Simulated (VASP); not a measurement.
Set up this calculation in VASP 6.6.1, as the native input.

```
Task                   : single point
Functional             : PBEsol
Potentials or basis    : VASP PAW PBE potentials, release 64 (W_sv)
Cutoff                 : 520 eV
k mesh                 : 20 × 20 × 20
Occupations            : gaussian, width 0.15 eV
Spin                   : no spin polarisation
Dipole correction      : no
Further INCAR settings : ALGO = Fast; EDIFF = 1e-06; NBANDS = 13
```

The structure of W lies in POSCAR:

```
W
1.0
   -1.6611920000      1.6611920000      1.5334080000
    1.6611920000     -1.6611920000      1.5334080000
    1.6611920000      1.6611920000     -1.5334080000
W
1
Direct
    0.0000000000      0.0000000000      0.0000000000
```

This cell differs from its parent crystal: strain +0.040 along x and y, -0.040 along z.

These files were run (other wordings do the same):

INCAR

```
PREC     = Accurate       # precision mode
ENCUT    = 520            # plane-wave cutoff, eV
EDIFF    = 1E-6           # SCF threshold, eV
ISMEAR   = 0              # smearing method
SIGMA    = 0.15           # smearing width, eV
LREAL    = F              # projectors in reciprocal space
LASPH    = T              # aspherical terms in the spheres
NELM     = 100            # most SCF steps
ALGO     = Fast           # electronic algorithm
ISIF     = 2              # what is computed and relaxed
LWAVE    = F              # write WAVECAR
LCHARG   = T              # write CHGCAR
GGA      = PS             # functional
LELF     = T              # ELF
LVHAR    = T            
NBANDS   = 13             # bands
```

KPOINTS

```
regular mesh
0
Gamma
  20 20 20
```

Potentials or basis: VASP PAW PBE potentials, release 64 (W_sv).

Command:

```bash
$ cat potpaw_PBE.64/W_sv/POTCAR > POTCAR
$ mpirun -np 1 vasp_std > vasp.out
```

Results of the run:

```json
{
  "Pressure": "-19.5 GPa",
  "Band gap on the k mesh": "zero (band 7 reaches 14.98 eV, above the bottom of band 8 at 9.28 eV)"
}
```

Caveat: the cell differs from its parent crystal (strain +0.040 along x and y, -0.040 along z); the PAW data sets were made with another functional, which shifts forces and pressure a little; spin-orbit coupling is left out, which moves the levels of the heavy elements.

It took 3.3 min on 1 thread of AMD EPYC 7R13 Processor (Zen 3), with other jobs on the host, peak memory 0.22 GiB.
